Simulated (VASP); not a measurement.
# Pt (P6/mmm) in VASP: notebook, part 2 of 2

VASP 6.6.1.

## Step 4: Single point, BLYP (17.74 Å³/atom)

This run uses another cell than the first one, of 17.74 Å³/atom.

Input file INCAR:

```
AGGAC = 1.0
AGGAX = 1.0
ALDAC = 0.0
ALDAX = 1.0
ALGO = Normal
EDIFF = 1E-6
ENCUT = 520
GGA = B5
ISIF = 2
ISMEAR = -1
LASPH = T
LCHARG = F
LREAL = F
LWAVE = F
NBANDS = 22
NELM = 80
PREC = Accurate
SIGMA = 0.1
```

Input file KPOINTS:

```
k-points
0
Gamma
  9 9 13
```

Input file POSCAR:

```
Pt
1.0
    4.6922616281      0.0000000000      0.0000000000
   -2.3461308140      4.0636177711      0.0000000000
    0.0000000000      0.0000000000      2.7904870148
Pt
3
Direct
    1.0000000000      1.0000000000      0.0000000000
    0.3333333333      0.6666666667      0.5000000000
    0.6666666667      0.3333333333      0.5000000000
```

Potentials or basis: VASP PAW PBE potentials, release 64 (Pt).

Command:

```
$ cat potpaw_PBE.64/Pt/POTCAR > POTCAR
$ mpirun -np 1 vasp_std > vasp.out
```

OUTCAR:

```text
EDIFF = 1E-6
   ENCUT = 520
   GGA = B5
   ISIF = 2
   ISMEAR = -1
   LASPH = T
   LREAL = F
   NELM = 80
   PREC = Accurate

 ion  position               nearest neighbor table
   1  0.000  0.000  0.000-   2 3.05   3 3.05   2 3.05   3 3.05   2 3.05   2 3.05   3 3.05   3 3.05
                             3 3.05   3 3.05   2 3.05   2 3.05
   2  0.333  0.667  0.500-   3 2.71   3 2.71   3 2.71   1 3.05   1 3.05   1 3.05   1 3.05   1 3.05
                             1 3.05
   3  0.667  0.333  0.500-   2 2.71   2 2.71   2 2.71   1 3.05   1 3.05   1 3.05   1 3.05   1 3.05
                             1 3.05

  LATTYP: Found a hexagonal cell.
 ALAT       =     4.6922616281
 C/A-ratio  =     0.5946997921

  Lattice vectors:

 A1 = (   4.6922616281,   0.0000000000,   0.0000000000)
 A2 = (  -2.3461308140,   4.0636177711,   0.0000000000)
 A3 = (   0.0000000000,   0.0000000000,   2.7904870148)

Analysis of symmetry for initial positions (statically):
=====================================================================
 Subroutine PRICEL returns:
 Original cell was already a primitive cell.

 Routine SETGRP: Setting up the symmetry group for a
 hexagonal supercell.

 Subroutine GETGRP returns: Found 24 space group operations
 (whereof 24 operations were pure point group operations)
 out of a pool of 24 trial point group operations.

The static configuration has the point symmetry D_6h.

Analysis of symmetry for dynamics (positions and initial velocities):
=====================================================================
 Subroutine PRICEL returns:
 Original cell was already a primitive cell.

 Routine SETGRP: Setting up the symmetry group for a
 hexagonal supercell.

 Subroutine GETGRP returns: Found 24 space group operations
 (whereof 24 operations were pure point group operations)
 out of a pool of 24 trial point group operations.
[... 117 lines left out ...]
   EFERMI =   0.00;   METHOD = LEGACY
   ISMEAR =    -1;   SIGMA  =   0.10  broadening in eV -4-tet -1-fermi 0-gaus
   EFERMI_NEDOS =   21; number of points for ismear=-14 and -15
   IALGO  =     38    algorithm
   IMIX   =      4    mixing-type and parameters
     AMIX     =   0.40;   BMIX     =  1.00
     AMIX_MAG =   1.60;   BMIX_MAG =  1.00
  volume/ion in A,a.u.               =      17.74       119.69
  Fermi-wavevector in a.u.,A,eV,Ry     =   1.352457  2.555774 24.886970  1.829141
  Thomas-Fermi vector in A             =   2.479794
   LORBIT       =      0    0 simple, 1 ext, 2 COOP (PROOUT), +10 PAW based schemes
   GGA     = B5    functional components
   LHFCALC =     F    Hartree Fock is set to
   AEXX    =    0.0000 exact exchange contribution
   IVDW    =     0    specifies the selected vdW correction
   LEPSILON=     F    determine dielectric tensor
   LRPA    =     F    only Hartree local field effects (RPA)
 non-spin polarized calculation
  energy-cutoff  :      520.00
  volume of cell :       53.21
 maximum number of plane-waves:      1462
 NGX is ok and might be reduce to    36
   NGX = 17   NGY = 17   NGZ = 11

 number of electron      30.0000000 magnetization

 Free energy of the ion-electron system (eV)
  ---------------------------------------------------
  ext. energy  EPLUGINS =         0.00000000
  ---------------------------------------------------
  free energy    TOTEN  =       -14.73669318 eV

  energy without entropy =      -14.54327188  energy(sigma->0) =      -14.63998253

 E-fermi :   8.9371     XC(G=0): -11.8530

 val. band max:        8.9284309360   @ k =   0.3333   0.1111   0.4615
 cond. band min:       8.9391314807   @ k =   0.3333   0.0000   0.1538
 fundamental gap:      0.0107005447
 Fermi energy:         8.9371104245

 k-point     1 :       0.0000    0.0000    0.0000
  band No.  band energies     occupation
      1       0.5858      2.00000
      2       3.6476      2.00000
      3       4.8760      2.00000
      4       5.5151      2.00000
      5       5.6046      2.00000
      6       5.6046      2.00000
[... 589 lines left out ...]
     21      18.9602      0.00000
     22      24.1311      0.00000

 [... further k-points ...]

------------------------ aborting loop because EDIFF is reached ----------------------------------------

  FORCE on cell =-STRESS in cart. coord.  units (eV):
  Direction    XX          YY          ZZ          XY          YZ          ZX
  --------------------------------------------------------------------------------------
  -------------------------------------------------------------------------------------
  Total       -1.9544428     -1.9544428     -1.7949196     -0.0000000      0.0000000      0.0000000
  in kB      -58.8516253    -58.8516253    -54.0481081     -0.0000000      0.0000000      0.0000000
  external PRESSURE =     -57.2504529 kB  Pullay stress =       0.0000000 kB

 VOLUME and BASIS-vectors are now :
 -----------------------------------------------------------------------------
  energy-cutoff  :      520.00
  volume of cell :       53.21
      direct lattice vectors                 reciprocal lattice vectors
     4.692261628  0.000000000  0.000000000     0.213116846  0.123043069  0.000000000
    -2.346130814  4.063617771  0.000000000     0.000000000  0.246086137  0.000000000
     0.000000000  0.000000000  2.790487015     0.000000000  0.000000000  0.358360385

 POSITION                                       TOTAL-FORCE (eV/Angst)
 -----------------------------------------------------------------------------------
      0.00000      0.00000      0.00000         0.000000      0.000000     -0.000000
     -0.00000      2.70908      1.39524        -0.000000      0.000000      0.000000
      2.34613      1.35454      1.39524         0.000000     -0.000000     -0.000000
 -----------------------------------------------------------------------------------
    total drift:                               -0.000000      0.000000     -0.000000

  FREE ENERGIE OF THE ION-ELECTRON SYSTEM (eV)
  ---------------------------------------------------
  free  energy   TOTEN  =       -14.7366931760 eV

  energy  without entropy=      -14.5432718809  energy(sigma->0) =      -14.63998253
```

OSZICAR:

```text
N       E                     dE             d eps       ncg     rms          rms(c)
DAV:   1     0.172589184119E+03    0.17259E+03   -0.15093E+04  3744   0.128E+03
DAV:   2    -0.115655009172E+02   -0.18415E+03   -0.17107E+03  4110   0.278E+02
DAV:   3    -0.157910363732E+02   -0.42255E+01   -0.41411E+01  4134   0.417E+01
DAV:   4    -0.158230160291E+02   -0.31980E-01   -0.31964E-01  4260   0.389E+00
DAV:   5    -0.158234335137E+02   -0.41748E-03   -0.41747E-03  4290   0.477E-01    0.140E+01
DAV:   6    -0.148350229594E+02    0.98841E+00   -0.25693E+00  3894   0.120E+01    0.745E+00
DAV:   7    -0.150758458844E+02   -0.24082E+00   -0.28260E+00  4062   0.116E+01    0.650E+00
DAV:   8    -0.147398681411E+02    0.33598E+00   -0.87184E-01  3954   0.892E+00    0.265E+00
DAV:   9    -0.147441452383E+02   -0.42771E-02   -0.82361E-02  4190   0.213E+00    0.829E-01
DAV:  10    -0.147367825103E+02    0.73627E-02   -0.33789E-02  3984   0.150E+00    0.150E-01
DAV:  11    -0.147366822207E+02    0.10029E-03   -0.61577E-04  4056   0.190E-01    0.395E-02
DAV:  12    -0.147366954280E+02   -0.13207E-04   -0.18591E-05  4356   0.362E-02    0.291E-02
DAV:  13    -0.147366933783E+02    0.20497E-05   -0.15700E-05  4074   0.298E-02    0.880E-03
DAV:  14    -0.147366931760E+02    0.20233E-06   -0.82690E-07  2190   0.676E-03
   1 F= -.14736693E+02 E0= -.14639983E+02  d E =-.193421E+00
```

It took 78 s on 1 thread of AMD EPYC 7R13 (Zen 3), shared host; peak memory 0.2 GiB.

Results:

* Free energy: -14.7367 eV
* Pressure: -5.7 GPa
* Band gap on the k mesh: zero (bands 15 and 16 overlap by 1.03 eV)

Stress tensor (GPa, compression positive):
```
-5.89  0.00  0.00
 0.00 -5.89  0.00
 0.00  0.00 -5.40
```

Caveat: the cell stands under tension; the PAW data sets were made with another functional, which shifts forces and pressure a little; spin-orbit coupling is left out, which moves the levels of the heavy elements.

## Step 5: Single point, BLYP (18.42 Å³/atom)

This run uses another cell than the first one, of 18.42 Å³/atom.

Input file INCAR:

```
SYSTEM = Pt
PREC = Accurate
ENCUT = 520
EDIFF = 1E-6
ISMEAR = -1
SIGMA = 0.1
LREAL = .FALSE.
LASPH = .TRUE.
NELM = 60
ALGO = Normal
ISIF = 2
LWAVE = .FALSE.
LCHARG = .FALSE.
GGA = B5
ALDAX = 1.0
AGGAX = 1.0
AGGAC = 1.0
ALDAC = 0.0
NBANDS = 22
```

Input file KPOINTS:

```
Automatic mesh
0
G
  9 9 13
  0 0 0
```

Input file POSCAR:

```
Pt
1.0
    4.7516636509      0.0000000000      0.0000000000
   -2.3758318255      4.1150614319      0.0000000000
    0.0000000000      0.0000000000      2.8258133854
Pt
3
Direct
    1.0000000000      1.0000000000      0.0000000000
    0.3333333333      0.6666666667      0.5000000000
    0.6666666667      0.3333333333      0.5000000000
```

Command:

```
$ cat potpaw_PBE.64/Pt/POTCAR > POTCAR
$ mpirun -np 1 vasp_std > vasp.out
```

It took 76 s on 1 thread of AMD EPYC 7R13 (Zen 3), shared host; peak memory 0.2 GiB.

It converged, with:

| Property | Result |
| --- | --- |
| Free energy | -14.6305 eV |
| Pressure | -10.9 GPa |
| Band gap on the k mesh | zero (bands 15 and 16 overlap by 0.96 eV) |

Stress tensor (GPa, compression positive):
```
-10.97   0.00   0.00
  0.00 -10.97   0.00
  0.00   0.00 -10.63
```

Levels at points of the mesh, in eV from the Fermi level:
| k point | band 12 | band 13 | band 14 | band 15 | band 16 | band 17 | band 18 | band 19 |
| --- | --- | --- | --- | --- | --- | --- | --- | --- |
| (0.00, 0.00, 0.00) | -1.51 | -1.40 | -1.40 | 0.21 | 0.21 | 4.16 | 5.03 | 6.71 |

Caveat: the cell stands under tension; the PAW data sets were made with another functional, which shifts forces and pressure a little; spin-orbit coupling is left out, which moves the levels of the heavy elements.

## Step 6: The runs side by side

```tsv
cell	gap on the mesh (eV)	pressure (GPa)
a = 4.569, b = 4.569, c = 2.717 Å, angles 90.0, 90.0, 120.0°, 3 atoms	none	9.7
a = 4.631, b = 4.631, c = 2.754 Å, angles 90.0, 90.0, 120.0°, 3 atoms	none	1.0
a = 4.692, b = 4.692, c = 2.790 Å, angles 90.0, 90.0, 120.0°, 3 atoms	none	-5.7
a = 4.752, b = 4.752, c = 2.826 Å, angles 90.0, 90.0, 120.0°, 3 atoms	none	-10.9
```

Alike in all rows: task single point; level BLYP; potentials or basis VASP PAW PBE potentials, release 64 (Pt); no spin polarisation; k mesh 9 × 9 × 13; cutoff (eV) 520; smearing fermi-dirac 0.1 eV.

Caveats: the PAW data sets were made with another functional, which shifts forces and pressure a little; spin-orbit coupling is left out, which moves the levels of the heavy elements; the cell stands under tension (at least some runs); the cell stands under pressure (at least some runs).

Absolute energies hang on the potentials; compare differences alone.
